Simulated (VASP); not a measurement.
# Si2Ni in VASP: a series of runs

Si2Ni is run at these levels: PBE; tasks: single point.

Everything below comes from runs of VASP 6.6.1. Logs are shortened: lines on timing, memory, paths and dates and some standing lists are left out, and cuts for length are marked.

## Step 1: The cell of the first run

The structure is tetragonal, space group I4/mmm (No. 139). Conventional cell: a = 3.774 Å, b = 3.774 Å, c = 5.512 Å, α = 90.00°, β = 90.00°, γ = 90.00°. Si (site symmetry -4m2) has 4 Ni at 2.34 Å and 6 Si at 2.67 to 2.76 Å within 3.1 Å. Within 3.1 Å of Ni (site symmetry 4/mmm) lie 8 Si at 2.34 Å.

## Step 2: Single point, PBE (biaxial strain in the a-b plane: -2.0 %)

Input file INCAR:

```
PREC = Accurate
ENCUT = 520
EDIFF = 1E-7
ISMEAR = 0
SIGMA = 0.1
LREAL = F
LASPH = T
NELM = 60
ALGO = Normal
ISIF = 2
LWAVE = F
LCHARG = F
GGA = PE
NBANDS = 27
```

Input file KPOINTS:

```
Automatic mesh
0
Gamma
  10 10 8
```

Input file POSCAR:

```
Si2Ni
1.0
    2.6689265620      2.6689265620      0.0000000000
   -2.6689265620      2.6689265620      0.0000000000
    0.0000000000      0.0000000000      5.5121503689
Si Ni
4 2
Direct
    0.0000000000      0.5000000000      0.7500000000
    0.5000000000      0.0000000000      0.7500000000
    0.5000000000      0.0000000000      0.2500000000
    0.0000000000      0.5000000000      0.2500000000
    0.0000000000      0.0000000000      0.0000000000
    0.5000000000      0.5000000000      0.5000000000
```

Potentials or basis: VASP PAW PBE potentials, release 64 (Si, Ni).

Launch:

```console
> cat potpaw_PBE.64/Si/POTCAR potpaw_PBE.64/Ni/POTCAR > POTCAR
> mpirun -np 1 vasp_std > vasp.out
```

OUTCAR:

```text
PREC = Accurate
   ENCUT = 520
   EDIFF = 1E-7
   ISMEAR = 0
   LREAL = F
   LASPH = T
   NELM = 60
   ISIF = 2
   GGA = PE

 ion  position               nearest neighbor table
   1  0.000  0.500  0.750-   5 2.34   6 2.34   5 2.34   6 2.34   2 2.67   2 2.67   2 2.67   2 2.67
                             4 2.76   4 2.76
   2  0.500  0.000  0.750-   5 2.34   6 2.34   6 2.34   5 2.34   1 2.67   1 2.67   1 2.67   1 2.67
                             3 2.76   3 2.76
   3  0.500  0.000  0.250-   5 2.34   6 2.34   6 2.34   5 2.34   4 2.67   4 2.67   4 2.67   4 2.67
                             2 2.76   2 2.76
   4  0.000  0.500  0.250-   5 2.34   6 2.34   5 2.34   6 2.34   3 2.67   3 2.67   3 2.67   3 2.67
                             1 2.76   1 2.76
   5  0.000  0.000  0.000-   1 2.34   2 2.34   3 2.34   4 2.34   1 2.34   4 2.34   2 2.34   3 2.34

   6  0.500  0.500  0.500-   1 2.34   2 2.34   3 2.34   4 2.34   2 2.34   3 2.34   1 2.34   4 2.34

  LATTYP: Found a simple tetragonal cell.
 ALAT       =     3.7744321410
 C/A-ratio  =     1.4603919644

  Lattice vectors:

 A1 = (   2.6689265620,   2.6689265620,   0.0000000000)
 A2 = (  -2.6689265620,   2.6689265620,   0.0000000000)
 A3 = (   0.0000000000,   0.0000000000,   5.5121503689)

Analysis of symmetry for initial positions (statically):
=====================================================================
 Subroutine PRICEL returns following result:

  LATTYP: Found a body centered tetragonal cell.
 ALAT       =     3.7744321410
 C/A-ratio  =     1.4603919644

  Lattice vectors:

 A1 = (   2.6689265620,   0.0000000000,  -2.7560751845)
 A2 = (  -2.6689265620,   0.0000000000,  -2.7560751844)
 A3 = (   0.0000000000,   2.6689265620,   2.7560751844)

   2 primitive cells build up your supercell.

 Routine SETGRP: Setting up the symmetry group for a
 simple tetragonal supercell.

 Subroutine GETGRP returns: Found 16 space group operations
 (whereof 16 operations were pure point group operations)
 out of a pool of 16 trial point group operations.

The static configuration has the point symmetry D_4h.

Analysis of symmetry for dynamics (positions and initial velocities):
=====================================================================
 Subroutine PRICEL returns following result:

  LATTYP: Found a body centered tetragonal cell.
 ALAT       =     3.7744321410
 C/A-ratio  =     1.4603919644

  Lattice vectors:

 A1 = (   2.6689265620,   0.0000000000,  -2.7560751845)
 A2 = (  -2.6689265620,   0.0000000000,  -2.7560751844)
 A3 = (   0.0000000000,   2.6689265620,   2.7560751844)

   2 primitive cells build up your supercell.

 Routine SETGRP: Setting up the symmetry group for a
 simple tetragonal supercell.

 Subroutine GETGRP returns: Found 16 space group operations
 (whereof 16 operations were pure point group operations)
 out of a pool of 16 trial point group operations.

The dynamic configuration has the point symmetry D_4h.

 Subroutine INISYM returns: Found 16 space group operations
 (whereof 16 operations are pure point group operations),
 and found     2 'primitive' translations

----------------------------------------------------------------------------------------

                                     Primitive cell

  volume of cell :      39.2640

  direct lattice vectors                    reciprocal lattice vectors
     2.668926562  0.000000000 -2.756075184     0.187341236  0.187341236 -0.181417402
    -2.668926562  0.000000000 -2.756075184    -0.187341236  0.187341236 -0.181417402
     0.000000000  2.668926562  2.756075184     0.000000000  0.374682471  0.000000000

  length of vectors
     3.836550458  3.836550458  3.836550458     0.321100842  0.321100842  0.374682471

  position of ions in fractional coordinates (direct lattice)
     0.250000000  0.750000000  0.500000000
     0.750000000  0.250000000  0.500000000
     0.000000000  0.000000000  0.000000000

  ion indices of the primitive-cell ions
   primitive index   ion index
                 1           1
                 2           4
                 3           5

----------------------------------------------------------------------------------------

 KPOINTS: Automatic mesh

Automatic generation of k-mesh.
 Grid dimensions read from file:
 generate k-points for:   10   10    8

 Generating k-lattice:

  Cartesian coordinates                     Fractional coordinates (reciprocal lattice)
     0.018734124  0.018734124  0.000000000     0.100000000  0.000000000  0.000000000
    -0.018734124  0.018734124  0.000000000     0.000000000  0.100000000  0.000000000
     0.000000000  0.000000000  0.022677175     0.000000000  0.000000000  0.125000000

  Length of vectors
     0.026494052  0.026494052  0.022677175

  Shift w.r.t. Gamma in fractional coordinates (k-lattice)
     0.000000000  0.000000000  0.000000000

 Subroutine IBZKPT returns following result:
 ===========================================

 Found    105 irreducible k-points:

 Following reciprocal coordinates:
            Coordinates               Weight
  0.000000  0.000000  0.000000      1.000000
  0.100000  0.000000  0.000000      4.000000
  0.200000  0.000000  0.000000      4.000000
  0.300000  0.000000  0.000000      4.000000
  0.400000  0.000000  0.000000      4.000000
  0.500000  0.000000  0.000000      2.000000
[... 16 lines left out ...]
  0.100000  0.000000  0.125000      8.000000
  0.200000  0.000000  0.125000      8.000000
 [... further k-points ...]
   k-points           NKPTS =    105   k-points in BZ     NKDIM =    105   number of bands    NBANDS=     27
   number of dos      NEDOS =    301   number of ions     NIONS =      6
   total plane-waves  NPLWV =  32928
   dimension x,y,z NGX =    28 NGY =   28 NGZ =   42
   dimension x,y,z NGXF=    56 NGYF=   56 NGZF=   84
   ions per type =               4   2
   NGX,Y,Z   is equivalent  to a cutoff of  12.33, 12.33, 12.67 a.u.
   NGXF,Y,Z  is equivalent  to a cutoff of  24.67, 24.67, 25.33 a.u.
 SYSTEM =  unknown system
   PREC   = accura    normal or accurate (medium, high low for compatibility)
   ISTART =      0    job   : 0-new  1-cont  2-samecut
   ICHARG =      2    charge: 1-file 2-atom 10-const
   ISPIN  =      1    spin polarized calculation?
   LNONCOLLINEAR =      F non collinear calculations
   LSORBIT =      F    spin-orbit coupling
   LASPH  =      T    aspherical Exc in radial PAW
   ENCUT  =  520.0 eV  38.22 Ry    6.18 a.u.   7.02  7.02 10.25*2*pi/ulx,y,z
   NELM   =     60;   NELMIN=  2; NELMDL= -5     # of ELM steps
   EDIFF  = 0.1E-06   stopping-criterion for ELM
   LREAL  =      F    real-space projection
   EDIFFG = 0.1E-05   stopping-criterion for IOM
   NSW    =      0    number of steps for IOM
   IBRION =     -1    ionic relax: 0-MD 1-quasi-New 2-CG
   NFREE  =      0    steps in history (QN), initial steepest desc. (CG)
   ISIF   =      2    stress and relaxation
   ISYM   =      2    0-nonsym 1-usesym 2-fastsym
   POTIM  = 0.5000    time-step for ionic-motion
   TEBEG  =    0.0;   TEEND  =   0.0 temperature during run
   PSTRESS=    0.0 pullay stress
   NELECT =      36.0000    total number of electrons
   NUPDOWN=      -1.0000    fix difference up-down
   EMIN   =  10.00;   EMAX   =-10.00  energy-range for DOS
   EFERMI =   0.00;   METHOD = LEGACY
   ISMEAR =     0;   SIGMA  =   0.10  broadening in eV -4-tet -1-fermi 0-gaus
   EFERMI_NEDOS =   21; number of points for ismear=-14 and -15
   IALGO  =     38    algorithm
   IMIX   =      4    mixing-type and parameters
     AMIX     =   0.40;   BMIX     =  1.00
     AMIX_MAG =   1.60;   BMIX_MAG =  1.00
  volume/ion in A,a.u.               =      13.09        88.32
  Fermi-wavevector in a.u.,A,eV,Ry     =   1.262314  2.385428 21.680038  1.593438
  Thomas-Fermi vector in A             =   2.395729
   LORBIT       =      0    0 simple, 1 ext, 2 COOP (PROOUT), +10 PAW based schemes
   GGA     = PE    functional components
   LHFCALC =     F    Hartree Fock is set to
   AEXX    =    0.0000 exact exchange contribution
   IVDW    =     0    specifies the selected vdW correction
   LEPSILON=     F    determine dielectric tensor
   LRPA    =     F    only Hartree local field effects (RPA)
 non-spin polarized calculation
 Gauss-broadening in eV      SIGMA  =   0.10
  energy-cutoff  :      520.00
  volume of cell :       78.53
 maximum number of plane-waves:      2136
   NGX = 15   NGY = 15   NGZ = 21

 number of electron      35.9999983 magnetization

 Free energy of the ion-electron system (eV)
  ---------------------------------------------------
  ext. energy  EPLUGINS =         0.00000000
  ---------------------------------------------------
  free energy    TOTEN  =       -34.69997659 eV

  energy without entropy =      -34.69055983  energy(sigma->0) =      -34.69526821

 E-fermi :  10.5149     XC(G=0): -11.6144

 val. band max:       10.5072540694   @ k =   0.5000   0.3000   0.1250
 cond. band min:      10.5320694674   @ k =   0.2000   0.2000   0.2500
 fundamental gap:      0.0248153980
 Fermi energy:        10.5149488719

 k-point     1 :       0.0000    0.0000    0.0000
  band No.  band energies     occupation
      1      -3.3725      2.00000
      2       0.3411      2.00000
      3       2.4370      2.00000
      4       3.4397      2.00000
      5       5.2618      2.00000
      6       5.2618      2.00000
[... 19 lines left out ...]
     26      15.6397      0.00000
     27      15.6397      0.00000

 k-point     2 :       0.1000    0.0000    0.0000
  band No.  band energies     occupation
      1      -3.2708      2.00000
      2       0.4229      2.00000
      3       2.5295      2.00000
      4       3.1602      2.00000
      5       5.0615      2.00000
      6       5.3070      2.00000
[... 652 lines left out ...]
 k-point    24 :       0.2000    0.0000    0.1250
  band No.  band energies     occupation
      1      -2.8941      2.00000
      2       0.2594      2.00000
      3       2.3797      2.00000
      4       3.3248      2.00000
      5       4.3719      2.00000
      6       5.4331      2.00000
[... 19 lines left out ...]
     26      15.2418      0.00000
     27      15.5825      0.00000

 [... further k-points ...]

------------------------ aborting loop because EDIFF is reached ----------------------------------------

  FORCE on cell =-STRESS in cart. coord.  units (eV):
  Direction    XX          YY          ZZ          XY          YZ          ZX
  --------------------------------------------------------------------------------------
  -------------------------------------------------------------------------------------
  Total        2.2423625      2.2423625      1.3708638      0.0000000      0.0000000     -0.0000000
  in kB       45.7501066     45.7501066     27.9692357      0.0000000      0.0000000     -0.0000000
  external PRESSURE =      39.8231496 kB  Pullay stress =       0.0000000 kB

 VOLUME and BASIS-vectors are now :
 -----------------------------------------------------------------------------
  energy-cutoff  :      520.00
  volume of cell :       78.53
      direct lattice vectors                 reciprocal lattice vectors
     2.668926562  2.668926562  0.000000000     0.187341236  0.187341236  0.000000000
    -2.668926562  2.668926562  0.000000000    -0.187341236  0.187341236  0.000000000
     0.000000000  0.000000000  5.512150369     0.000000000  0.000000000  0.181417402

 POSITION                                       TOTAL-FORCE (eV/Angst)
 -----------------------------------------------------------------------------------
     -1.33446      1.33446      4.13411         0.000000      0.000000     -0.000000
      1.33446      1.33446      4.13411         0.000000      0.000000     -0.000000
      1.33446      1.33446      1.37804         0.000000      0.000000     -0.000000
     -1.33446      1.33446      1.37804         0.000000      0.000000     -0.000000
      0.00000      0.00000      0.00000         0.000000      0.000000     -0.000000
      0.00000      2.66893      2.75608        -0.000000     -0.000000      0.000000
 -----------------------------------------------------------------------------------
    total drift:                               -0.000000      0.000000      0.000000

  FREE ENERGIE OF THE ION-ELECTRON SYSTEM (eV)
  ---------------------------------------------------
  free  energy   TOTEN  =       -34.6999765881 eV

  energy  without entropy=      -34.6905598293  energy(sigma->0) =      -34.69526821
```

Run time: 1.7 min. Hardware: 1 thread of Intel Xeon 6975P-C (Granite Rapids), shared host; peak memory 0.3 GiB.

What came out:

| Quantity | Value |
| --- | --- |
| Free energy | -34.7000 eV |
| Pressure | 4.0 GPa |
| Band gap on the k mesh | zero (bands 18 and 19 overlap by 2.01 eV) |

Levels at points of the mesh, in eV from the Fermi level:
| k point | band 14 | band 15 | band 16 | band 17 | band 18 | band 19 | band 20 | band 21 | band 22 | band 23 |
| --- | --- | --- | --- | --- | --- | --- | --- | --- | --- | --- |
| (0.00, 0.00, 0.00) | -3.48 | -3.11 | -0.25 | -0.22 | 1.54 | 1.59 | 1.59 | 2.00 | 2.04 | 2.42 |
| (0.50, 0.00, 0.00) | -3.21 | -2.85 | -2.85 | -1.03 | -1.03 | 1.27 | 1.27 | 2.66 | 2.66 | 3.64 |
| (0.50, 0.50, 0.00) | -3.54 | -3.42 | -3.42 | -3.11 | -3.11 | -0.47 | -0.47 | 1.37 | 1.37 | 7.75 |
| (0.00, 0.00, 0.50) | -1.94 | -1.75 | -1.75 | -1.75 | -1.75 | -0.26 | -0.26 | 2.00 | 2.00 | 5.01 |
| (0.50, 0.00, 0.50) | -3.32 | -1.57 | -1.57 | -1.32 | -1.32 | 1.72 | 1.72 | 1.85 | 1.85 | 1.87 |
| (0.50, 0.50, 0.50) | -3.54 | -3.13 | -3.13 | -2.49 | -2.49 | 2.08 | 2.08 | 2.08 | 2.08 | 4.43 |

Caveat: the cell differs from its parent crystal (biaxial strain in the a-b plane: -2.0 %); the cell stands under pressure.

## Step 3: Single point, PBE (biaxial strain in the a-b plane: -2.0 %, then relaxed in part)

Input file INCAR:

```
SYSTEM = Si2Ni
PREC = Accurate
ENCUT = 520
EDIFF = 1E-6
ISMEAR = 0
SIGMA = 0.1
LREAL = .FALSE.
LASPH = .TRUE.
NELM = 100
ALGO = Normal
ISIF = 2
LWAVE = .FALSE.
LCHARG = .FALSE.
GGA = PE
NBANDS = 27
```

Input file KPOINTS:

```
regular mesh
0
G
  10 10 8
  0 0 0
```

Edit POSCAR of step 2 so:

```diff
@@ -4,3 +4,3 @@
    -2.6689265620      2.6689265620      0.0000000000
-    0.0000000000      0.0000000000      5.5121503689
+    0.0000000000      0.0000000000      5.5934760713
 Si Ni
```

Potentials or basis: VASP PAW PBE potentials, release 64 (Si, Ni).

Launch:

```console
> cat potpaw_PBE.64/Si/POTCAR potpaw_PBE.64/Ni/POTCAR > POTCAR
> mpirun -np 1 vasp_std > vasp.out
```

Run time: 84 s. Hardware: 1 thread of Intel Xeon 6975P-C (Granite Rapids), shared host; peak memory 0.3 GiB.

The run converged. Its results:

```
Free energy            : -34.7103 eV
Pressure               : 1.7 GPa
Band gap on the k mesh : zero (bands 18 and 19 overlap by 2.03 eV)
```

Stress tensor (GPa, compression positive):
```
2.56 0.00 0.00
0.00 2.56 0.00
0.00 0.00 0.05
```

Levels at points of the mesh, in eV from the Fermi level:
```tsv
k point	band 16	band 17	band 18	band 19	band 20	band 21
(0.00, 0.00, 0.00)	-0.32	-0.20	1.52	1.52	1.63	1.94
(0.50, 0.00, 0.00)	-2.82	-0.94	-0.94	1.36	1.36	2.60
(0.50, 0.50, 0.00)	-3.33	-3.01	-3.01	-0.50	-0.50	1.38
(0.00, 0.00, 0.50)	-1.68	-1.68	-1.68	-0.24	-0.24	2.05
(0.50, 0.00, 0.50)	-1.59	-1.22	-1.22	1.64	1.64	1.86
(0.50, 0.50, 0.50)	-3.03	-2.45	-2.45	1.99	1.99	1.99
```

Caveat: the cell differs from its parent crystal (biaxial strain in the a-b plane: -2.0 %, then relaxed in part). Spin polarisation is off, so any magnetic state and its effect on volume and gap are missing.

## Step 4: Single point, PBE

This run uses another cell than the first one, of 13.47 Å³/atom.

Input file INCAR:

```
PREC = Accurate
ENCUT = 520
EDIFF = 1E-7
ISMEAR = 0
SIGMA = 0.1
LREAL = False
LASPH = True
NELM = 60
ALGO = Normal
ISIF = 2
LWAVE = False
LCHARG = True
GGA = PE
LELF = True
LVHAR = True
NBANDS = 27
```

Input file KPOINTS:

```
regular mesh
0
Gamma
  10 10 8
```

Edit POSCAR of step 3 so:

```diff
@@ -2,5 +2,5 @@
 1.0
-    2.6689265620      2.6689265620      0.0000000000
-   -2.6689265620      2.6689265620      0.0000000000
-    0.0000000000      0.0000000000      5.5934760713
+    2.7233944511      2.7233944511      0.0000000000
+   -2.7233944511      2.7233944511      0.0000000000
+    0.0000000000      0.0000000000      5.4467889021
 Si Ni
```

Launch:

```console
> cat potpaw_PBE.64/Si/POTCAR potpaw_PBE.64/Ni/POTCAR > POTCAR
> mpirun -np 1 vasp_std > vasp.out
```

Wall time 1.9 min (1 thread of Intel Xeon 6975P-C (Granite Rapids), shared host); peak memory 0.32 GiB.

It converged, with:

```yaml
Free_energy: -34.7383 eV
Pressure: -0.3 GPa
Band_gap_on_the_k_mesh: zero (bands 18 and 19 overlap by 1.94 eV)
```

Levels at points of the mesh, in eV from the Fermi level:
```csv
k point,band 16,band 17,band 18,band 19,band 20,band 21
"(0.00, 0.00, 0.00)",-0.45,-0.43,1.49,1.70,1.70,1.70
"(0.50, 0.00, 0.00)",-2.65,-1.07,-1.07,1.04,1.04,2.75
"(0.50, 0.50, 0.00)",-3.29,-2.98,-2.98,-0.43,-0.43,1.49
"(0.00, 0.00, 0.50)",-1.70,-1.61,-1.61,-0.44,-0.44,2.04
"(0.50, 0.00, 0.50)",-1.36,-1.36,-1.36,1.78,1.78,1.82
"(0.50, 0.50, 0.50)",-3.04,-2.32,-2.32,2.19,2.19,2.19
```

## Step 5: Summary

```tsv
cell	gap on the mesh (eV)	pressure (GPa)
a = 3.774, b = 3.774, c = 5.512 Å, 6 atoms	none	4.0
a = 3.774, b = 3.774, c = 5.593 Å, 6 atoms	none	1.7
a = 3.851, b = 3.851, c = 5.447 Å, 6 atoms	none	-0.3
```

Alike in all rows: task single point; level PBE; potentials or basis VASP PAW PBE potentials, release 64 (Si, Ni); no spin polarisation; k mesh 10 × 10 × 8; cutoff (eV) 520; smearing gaussian 0.1 eV.

Caveats: the cell stands under pressure (at least some runs).

Total energies depend on the potentials used, so only differences within one code and one set of settings carry meaning.
